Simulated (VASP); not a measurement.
# BAs (F-43m) in VASP: settings compared

The runs below take BAs through single point, with PBEsol, PBE, LDA.

Program: VASP 6.6.1. These are calculated values, not measurements. Logs are shortened: lines on timing, memory, paths and dates and some standing lists are left out, and cuts for length are marked.

## 1. The cell of the first run

Symmetry: F-43m, No. 216, cubic system. The conventional cell has a = 4.777 Å, b = 4.777 Å, c = 4.777 Å, α = 90.00°, β = 90.00°, γ = 90.00°. As (site symmetry -43m) has 4 B at 2.07 Å within 2.7 Å. B (site symmetry -43m) has 4 As at 2.07 Å within 2.7 Å.

## 2. Single point, PBEsol

The input, INCAR:

```
ALGO = Normal ; EDIFF = 1E-7
ENCUT = 520 ; GGA = PS
ISIF = 2 ; ISMEAR = -1
LASPH = T ; LCHARG = T
LELF = T ; LREAL = F
LVHAR = T ; LWAVE = F
NBANDS = 11 ; NELM = 80
PREC = Accurate ; SIGMA = 0.05
```

The input, KPOINTS:

```
k-points
0
Gamma
  8 8 8
```

The input, POSCAR:

```
BAs
1.0
    0.0000000000      2.3885000000      2.3885000000
    2.3885000000      0.0000000000      2.3885000000
    2.3885000000      2.3885000000      0.0000000000
As B
1 1
Direct
    0.7500000000      0.7500000000      0.7500000000
    0.0000000000      0.0000000000      0.0000000000
```

Potentials or basis: VASP PAW PBE potentials, release 64 (As, B).

On the command line:

```console
> cat potpaw_PBE.64/As/POTCAR potpaw_PBE.64/B/POTCAR > POTCAR
> mpirun -np 1 vasp_std > vasp.out
```

OUTCAR:

```text
EDIFF = 1E-7
   ENCUT = 520
   GGA = PS
   ISIF = 2
   ISMEAR = -1
   LASPH = T
   LREAL = F
   NELM = 80
   PREC = Accurate

 ion  position               nearest neighbor table
   1  0.750  0.750  0.750-   2 2.07   2 2.07   2 2.07   2 2.07
   2  0.000  0.000  0.000-   1 2.07   1 2.07   1 2.07   1 2.07

  LATTYP: Found a face centered cubic cell.
 ALAT       =     4.7770000000

  Lattice vectors:

 A1 = (   0.0000000000,   2.3885000000,   2.3885000000)
 A2 = (   2.3885000000,   0.0000000000,   2.3885000000)
 A3 = (   2.3885000000,   2.3885000000,   0.0000000000)

Analysis of symmetry for initial positions (statically):
=====================================================================
 Subroutine PRICEL returns:
 Original cell was already a primitive cell.

 Routine SETGRP: Setting up the symmetry group for a
 face centered cubic supercell.

 Subroutine GETGRP returns: Found 24 space group operations
 (whereof 24 operations were pure point group operations)
 out of a pool of 48 trial point group operations.

The static configuration has the point symmetry T_d .

Analysis of symmetry for dynamics (positions and initial velocities):
=====================================================================
 Subroutine PRICEL returns:
 Original cell was already a primitive cell.

 Routine SETGRP: Setting up the symmetry group for a
 face centered cubic supercell.

 Subroutine GETGRP returns: Found 24 space group operations
 (whereof 24 operations were pure point group operations)
 out of a pool of 48 trial point group operations.

The dynamic configuration has the point symmetry T_d .

 Subroutine INISYM returns: Found 24 space group operations
 (whereof 24 operations are pure point group operations),
 and found     1 'primitive' translations

----------------------------------------------------------------------------------------

                                     Primitive cell

  volume of cell :      27.2525

  direct lattice vectors                    reciprocal lattice vectors
     0.000000000  2.388500000  2.388500000    -0.209336404  0.209336404  0.209336404
     2.388500000  0.000000000  2.388500000     0.209336404 -0.209336404  0.209336404
     2.388500000  2.388500000  0.000000000     0.209336404  0.209336404 -0.209336404

  length of vectors
     3.377849094  3.377849094  3.377849094     0.362581287  0.362581287  0.362581287

  position of ions in fractional coordinates (direct lattice)
     0.750000000  0.750000000  0.750000000
     0.000000000  0.000000000  0.000000000

  ion indices of the primitive-cell ions
   primitive index   ion index
                 1           1
                 2           2

----------------------------------------------------------------------------------------

 KPOINTS: k-points

Automatic generation of k-mesh.
 Grid dimensions read from file:
 generate k-points for:    8    8    8

 Generating k-lattice:

  Cartesian coordinates                     Fractional coordinates (reciprocal lattice)
    -0.026167050  0.026167050  0.026167050     0.125000000  0.000000000  0.000000000
     0.026167050 -0.026167050  0.026167050     0.000000000  0.125000000  0.000000000
     0.026167050  0.026167050 -0.026167050     0.000000000  0.000000000  0.125000000

  Length of vectors
     0.045322661  0.045322661  0.045322661

  Shift w.r.t. Gamma in fractional coordinates (k-lattice)
     0.000000000  0.000000000  0.000000000

 Subroutine IBZKPT returns following result:
 ===========================================

 Found     29 irreducible k-points:

 Following reciprocal coordinates:
            Coordinates               Weight
  0.000000  0.000000  0.000000      1.000000
  0.125000  0.000000  0.000000      8.000000
  0.250000  0.000000  0.000000      8.000000
  0.375000  0.000000  0.000000      8.000000
  0.500000  0.000000  0.000000      4.000000
  0.125000  0.125000  0.000000      6.000000
[... 16 lines left out ...]
  0.500000  0.250000  0.125000     48.000000
 -0.375000  0.250000  0.125000     24.000000
 [... further k-points ...]
   k-points           NKPTS =     29   k-points in BZ     NKDIM =     29   number of bands    NBANDS=     11
   number of dos      NEDOS =    301   number of ions     NIONS =      2
   total plane-waves  NPLWV =  21952
   dimension x,y,z NGX =    28 NGY =   28 NGZ =   28
   dimension x,y,z NGXF=    56 NGYF=   56 NGZF=   56
   ions per type =               1   1
   NGX,Y,Z   is equivalent  to a cutoff of  13.78, 13.78, 13.78 a.u.
   NGXF,Y,Z  is equivalent  to a cutoff of  27.56, 27.56, 27.56 a.u.
 SYSTEM =  unknown system
   PREC   = accura    normal or accurate (medium, high low for compatibility)
   ISTART =      0    job   : 0-new  1-cont  2-samecut
   ICHARG =      2    charge: 1-file 2-atom 10-const
   ISPIN  =      1    spin polarized calculation?
   LNONCOLLINEAR =      F non collinear calculations
   LSORBIT =      F    spin-orbit coupling
   LASPH  =      T    aspherical Exc in radial PAW
   ENCUT  =  520.0 eV  38.22 Ry    6.18 a.u.   6.28  6.28  6.28*2*pi/ulx,y,z
   NELM   =     80;   NELMIN=  2; NELMDL= -5     # of ELM steps
   EDIFF  = 0.1E-06   stopping-criterion for ELM
   LREAL  =      F    real-space projection
   EDIFFG = 0.1E-05   stopping-criterion for IOM
   NSW    =      0    number of steps for IOM
   IBRION =     -1    ionic relax: 0-MD 1-quasi-New 2-CG
   NFREE  =      0    steps in history (QN), initial steepest desc. (CG)
   ISIF   =      2    stress and relaxation
   ISYM   =      2    0-nonsym 1-usesym 2-fastsym
   POTIM  = 0.5000    time-step for ionic-motion
   TEBEG  =    0.0;   TEEND  =   0.0 temperature during run
   PSTRESS=    0.0 pullay stress
   NELECT =       8.0000    total number of electrons
   NUPDOWN=      -1.0000    fix difference up-down
   EMIN   =  10.00;   EMAX   =-10.00  energy-range for DOS
   EFERMI =   0.00;   METHOD = LEGACY
   ISMEAR =    -1;   SIGMA  =   0.05  broadening in eV -4-tet -1-fermi 0-gaus
   EFERMI_NEDOS =   21; number of points for ismear=-14 and -15
   IALGO  =     38    algorithm
   IMIX   =      4    mixing-type and parameters
     AMIX     =   0.40;   BMIX     =  1.00
     AMIX_MAG =   1.60;   BMIX_MAG =  1.00
  volume/ion in A,a.u.               =      13.63        91.95
  Fermi-wavevector in a.u.,A,eV,Ry     =   1.088018  2.056057 16.106360  1.183784
  Thomas-Fermi vector in A             =   2.224191
   LORBIT       =      0    0 simple, 1 ext, 2 COOP (PROOUT), +10 PAW based schemes
   GGA     = PS    functional components
   LHFCALC =     F    Hartree Fock is set to
   AEXX    =    0.0000 exact exchange contribution
   IVDW    =     0    specifies the selected vdW correction
   LEPSILON=     F    determine dielectric tensor
   LRPA    =     F    only Hartree local field effects (RPA)
 non-spin polarized calculation
  energy-cutoff  :      520.00
  volume of cell :       27.25
 maximum number of plane-waves:       754
 NGX is ok and might be reduce to    28
   NGX = 13   NGY = 13   NGZ = 13

 number of electron       8.0000000 magnetization

 Free energy of the ion-electron system (eV)
  ---------------------------------------------------
  ext. energy  EPLUGINS =         0.00000000
  ---------------------------------------------------
  free energy    TOTEN  =       -12.20156190 eV

  energy without entropy =      -12.20156154  energy(sigma->0) =      -12.20156172

 E-fermi :   6.5734     XC(G=0): -10.7307

 val. band max:        6.0449878496   @ k =   0.0000   0.0000   0.0000
 cond. band min:       7.1369240390   @ k =   0.3750   0.3750   0.0000
 fundamental gap:      1.0919361895
 Fermi energy:         6.5733933478

 k-point     1 :       0.0000    0.0000    0.0000
  band No.  band energies     occupation
      1      -9.3924      2.00000
      2       6.0450      1.99995
      3       6.0450      1.99995
      4       6.0450      1.99995
      5       9.2844      0.00000
      6       9.2844      0.00000
      7       9.2844      0.00000
      8      10.7268      0.00000
      9      15.3910      0.00000
     10      18.9750      0.00000
     11      18.9750      0.00000

 k-point     2 :       0.1250    0.0000    0.0000
  band No.  band energies     occupation
      1      -9.1358      2.00000
      2       4.0665      2.00000
      3       5.6024      2.00000
      4       5.6024      2.00000
      5       9.4002      0.00000
      6       9.8655      0.00000
      7       9.8655      0.00000
      8      11.9917      0.00000
      9      16.3567      0.00000
     10      17.5853      0.00000
     11      17.5853      0.00000

 k-point     3 :       0.2500    0.0000    0.0000
  band No.  band energies     occupation
      1      -8.3883      2.00000
      2       1.0794      2.00000
      3       4.8885      2.00000
      4       4.8885      2.00000
      5       9.0702      0.00000
      6      10.6607      0.00000
      7      10.6607      0.00000
      8      13.8915      0.00000
      9      17.1329      0.00000
     10      17.1936      0.00000
     11      17.1936      0.00000

 k-point     4 :       0.3750    0.0000    0.0000
  band No.  band energies     occupation
      1      -7.2768      2.00000
      2      -1.5116      2.00000
      3       4.3884      2.00000
      4       4.3884      2.00000
      5       8.7946      0.00000
      6      10.8260      0.00000
      7      10.8260      0.00000
      8      14.7444      0.00000
      9      17.6951      0.00000
     10      18.6589      0.00000
     11      18.6589      0.00000

 k-point     5 :       0.5000    0.0000    0.0000
  band No.  band energies     occupation
      1      -6.5077      2.00000
      2      -2.7883      2.00000
      3       4.2154      2.00000
      4       4.2154      2.00000
      5       8.6986      0.00000
      6      10.7706      0.00000
      7      10.7706      0.00000
      8      14.7501      0.00000
      9      18.5996      0.00000
     10      20.5424      0.00000
     11      20.5424      0.00000
[... 211 lines left out ...]
 k-point    21 :       0.5000    0.5000    0.0000
  band No.  band energies     occupation
      1      -5.1979      2.00000
      2      -2.4881      2.00000
      3       1.9388      2.00000
      4       1.9388      2.00000
      5       7.3565      0.00000
      6       7.3826      0.00000
      7      17.3891      0.00000
      8      17.3891      0.00000
      9      18.8220      0.00000
     10      23.2152      0.00000
     11      23.7793      0.00000

 k-point    22 :       0.3750    0.2500    0.1250
  band No.  band energies     occupation
      1      -7.7346      2.00000
      2       0.8358      2.00000
      3       2.2935      2.00000
      4       4.0086      2.00000
      5       9.2106      0.00000
      6      11.2393      0.00000
      7      11.8886      0.00000
      8      13.1992      0.00000
      9      16.7113      0.00000
     10      19.2463      0.00000
     11      20.1374      0.00000

 k-point    23 :       0.5000    0.2500    0.1250
  band No.  band energies     occupation
      1      -6.6622      2.00000
      2      -1.1408      2.00000
      3       1.5729      2.00000
      4       3.2849      2.00000
      5       9.8307      0.00000
      6      11.0493      0.00000
      7      12.5076      0.00000
      8      14.0680      0.00000
      9      17.3726      0.00000
     10      19.2823      0.00000
     11      21.4252      0.00000

 k-point    24 :      -0.3750    0.2500    0.1250
  band No.  band energies     occupation
      1      -5.9346      2.00000
      2      -2.2751      2.00000
      3       1.4535      2.00000
      4       2.9449      2.00000
      5       9.9473      0.00000
      6      10.7347      0.00000
      7      13.4764      0.00000
      8      15.0153      0.00000
      9      16.2814      0.00000
     10      20.1581      0.00000
     11      21.1329      0.00000

 [... further k-points ...]
[... 5 lines left out ...]
  --------------------------------------------------------------------------------------
  -------------------------------------------------------------------------------------
  Total        0.0096831      0.0096831      0.0096831      0.0000000      0.0000000      0.0000000
  in kB        0.5692732      0.5692732      0.5692732      0.0000000      0.0000000      0.0000000
  external PRESSURE =       0.5692732 kB  Pullay stress =       0.0000000 kB

 VOLUME and BASIS-vectors are now :
 -----------------------------------------------------------------------------
  energy-cutoff  :      520.00
  volume of cell :       27.25
      direct lattice vectors                 reciprocal lattice vectors
     0.000000000  2.388500000  2.388500000    -0.209336404  0.209336404  0.209336404
     2.388500000  0.000000000  2.388500000     0.209336404 -0.209336404  0.209336404
     2.388500000  2.388500000  0.000000000     0.209336404  0.209336404 -0.209336404

 POSITION                                       TOTAL-FORCE (eV/Angst)
 -----------------------------------------------------------------------------------
      3.58275      3.58275      3.58275        -0.000000     -0.000000     -0.000000
      0.00000      0.00000      0.00000         0.000000      0.000000      0.000000
 -----------------------------------------------------------------------------------
    total drift:                                0.000000      0.000000      0.000000

  FREE ENERGIE OF THE ION-ELECTRON SYSTEM (eV)
  ---------------------------------------------------
  free  energy   TOTEN  =       -12.2015618997 eV

  energy  without entropy=      -12.2015615391  energy(sigma->0) =      -12.20156172
```

Run time: 10 s. Hardware: 1 thread of AMD EPYC 7R43 (Zen 3), shared host; peak memory 0.12 GiB.

Results:

| Quantity | Value |
| --- | --- |
| Free energy | -12.2016 eV |
| Pressure | 0.1 GPa |
| Band gap on the k mesh | 1.09 eV, indirect (least direct gap 3.24 eV) |

Caveat: the PAW data sets were made with another functional, which shifts forces and pressure a little. A k mesh can miss the band edges.

## 3. Single point, PBE

The input, INCAR:

```
SYSTEM = BAs
  PREC = Accurate
  ENCUT = 520
  EDIFF = 1E-7
  ISMEAR = -1
  SIGMA = 0.04
  LREAL = .False.
  LASPH = .True.
  NELM = 60
  ALGO = Normal
  ISIF = 2
  LWAVE = .False.
  LCHARG = .False.
  GGA = PE
  NBANDS = 11
```

The input, KPOINTS:

```
Automatic mesh
0
Gamma
  4 4 4
  0 0 0
```

POSCAR is that of step 2.

Potentials or basis: VASP PAW PBE potentials, release 64 (As, B).

On the command line:

```console
> cat potpaw_PBE.64/As/POTCAR potpaw_PBE.64/B/POTCAR > POTCAR
> mpirun -np 1 vasp_std > vasp.out
```

Wall time 4 s (1 thread of Intel Xeon Platinum 8488C (Sapphire Rapids), shared host); peak memory 0.14 GiB.

Results (log left out):

```yaml
Free_energy: -11.2278 eV
Pressure: 4.0 GPa
Band_gap_on_the_k_mesh: 1.41 eV, indirect (least direct gap 3.26 eV)
```

Levels at points of the mesh, in eV from the valence-band top:
| k point | band 2 | band 3 | band 4 | band 5 | band 6 | band 7 |
| --- | --- | --- | --- | --- | --- | --- |
| (0.00, 0.00, 0.00) | 0.00 | 0.00 | 0.00 | 3.26 | 3.26 | 3.26 |
| (0.50, 0.00, 0.00) | -8.80 | -1.83 | -1.83 | 2.69 | 4.76 | 4.76 |
| (0.50, 0.50, 0.00) | -8.54 | -4.09 | -4.09 | 1.41 | 1.43 | 11.36 |

Caveat: the k points lie up to 0.57 Å⁻¹ apart. A k mesh can miss the band edges.

## 4. Single point, PBE

The input, INCAR:

```
SYSTEM = BAs
PREC     = Accurate       ! precision mode
ENCUT    = 520            ! plane-wave cutoff, eV
EDIFF    = 1E-6           ! SCF threshold, eV
ISMEAR   = 0              ! smearing method
SIGMA    = 0.025          ! smearing width, eV
LREAL    = .False.        ! projectors in reciprocal space
LASPH    = .True.         ! aspherical terms in the spheres
NELM     = 100            ! most SCF steps
ALGO     = Normal         ! electronic algorithm
ISIF     = 2              ! what is computed and relaxed
LWAVE    = .False.        ! write WAVECAR
LCHARG   = .True.         ! write CHGCAR
GGA      = PE             ! functional
LELF     = .True.         ! ELF
LVHAR    = .True.       
NBANDS   = 11             ! bands
```

The input, KPOINTS:

```
regular mesh
0
Gamma
  10 10 10
  0 0 0
```

POSCAR is that of step 3.

On the command line:

```console
> cat potpaw_PBE.64/As/POTCAR potpaw_PBE.64/B/POTCAR > POTCAR
> mpirun -np 1 vasp_std > vasp.out
```

It took 16 s on 1 thread of Intel Xeon Platinum 8488C (Sapphire Rapids), shared host; peak memory 0.16 GiB.

It converged, with:

* Free energy: -11.4064 eV
* Pressure: 3.4 GPa
* Band gap on the k mesh: 1.18 eV, indirect (least direct gap 3.28 eV)

Levels at points of the mesh, in eV from the valence-band top:
```csv
k point,band 1,band 2,band 3,band 4,band 5,band 6,band 7,band 8,band 9
"(0.00, 0.00, 0.00)",-15.40,0.00,0.00,0.00,3.28,3.28,3.28,4.69,9.58
"(0.50, 0.00, 0.00)",-12.53,-8.79,-1.82,-1.82,2.69,4.78,4.78,8.86,12.72
"(0.50, 0.50, 0.00)",-11.21,-8.53,-4.08,-4.08,1.43,1.44,11.37,11.37,12.86
```

A k mesh can miss the band edges. PBE gaps usually lie below the measured ones, often by a third to a half.

(Part 1 of 2 ends here.)
